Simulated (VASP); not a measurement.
Set up this calculation in VASP 6.6.1, as the native input.

```
Task                   : single point
Functional             : PBEsol
Potentials or basis    : VASP PAW PBE potentials, release 64 (Zr_sv, N)
Cutoff                 : 600 eV
k mesh                 : 9 × 9 × 9
Occupations            : gaussian, width 0.1 eV
Spin                   : no spin polarisation
Dipole correction      : no
Further INCAR settings : ALGO = Normal; EDIFF = 1e-06; NBANDS = 16
```

The structure of ZrN lies in POSCAR:

```
ZrN
1.0
    0.0000000000      2.3451094916      2.3451094916
    2.3451094916      0.0000000000      2.3451094916
    2.3451094916      2.3451094916      0.0000000000
Zr N
1 1
Direct
    0.5000000000      0.5000000000      0.5000000000
    0.0000000000      0.0000000000      0.0000000000
```

These files were run (other wordings do the same):

INCAR

```
ALGO = Normal ; EDIFF = 1E-6
ENCUT = 600 ; GGA = PS
GGA_COMPAT = False ; ISIF = 2
ISMEAR = 0 ; LASPH = True
LCHARG = False ; LREAL = False
LWAVE = False ; NBANDS = 16
NELM = 120 ; PREC = Accurate
SIGMA = 0.1
```

KPOINTS

```
k-points
0
Gamma
  9 9 9
```

Potentials or basis: VASP PAW PBE potentials, release 64 (Zr_sv, N).

The run is started by

```console
$ cat potpaw_PBE.64/Zr_sv/POTCAR potpaw_PBE.64/N/POTCAR > POTCAR
$ mpirun -np 1 vasp_std > vasp.out
```

It gave:

| Item | Value |
| --- | --- |
| Pressure | -19.7 GPa |

Caveat: the PAW data sets were made with another functional, which shifts forces and pressure a little.

Wall time 15 s on 1 thread of Intel(R) Xeon(R) Platinum 8375C CPU @ 2.90GHz (Ice Lake), on a shared host, peak memory 0.16 GiB.
